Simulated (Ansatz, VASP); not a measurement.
Ti: VASP beside Ansatz

```
Ti
1.0
    -3.25507    3.25507    3.25507
     3.25507   -3.25507    3.25507
     3.25507    3.25507   -3.25507
Ti
8
Direct
  0.00000 0.00000 0.00000
  0.00000 0.00000 0.50000
  0.00000 0.50000 0.00000
  0.00000 0.50000 0.50000
  0.50000 0.00000 0.00000
  0.50000 0.00000 0.50000
  0.50000 0.50000 0.00000
  0.50000 0.50000 0.50000
```

Alike in both runs: task single point; functional PBE; k mesh 6 × 6 × 6; occupations gaussian, width 0.1 eV; no spin polarisation.

```csv
,VASP,Ansatz
version,VASP 6.6.1,Ansatz 0.2.0
potentials or method,"VASP PAW PBE potentials, release 64 (Ti_sv), cutoff 520 eV","scalar-relativistic, plane waves, PAW"
valence electrons in the cell,96,96
```

|  | VASP | Ansatz | Ansatz less VASP |
| --- | --- | --- | --- |
| gap on the k mesh at the Fermi level (eV) | none | none | - |
| pressure (GPa) | -0.4 | -0.1 | +0.28 |

A gap of «none» marks a metal or a gap that the smearing closes. With one functional, cell and mesh, what is left measures potentials, basis and numerics.
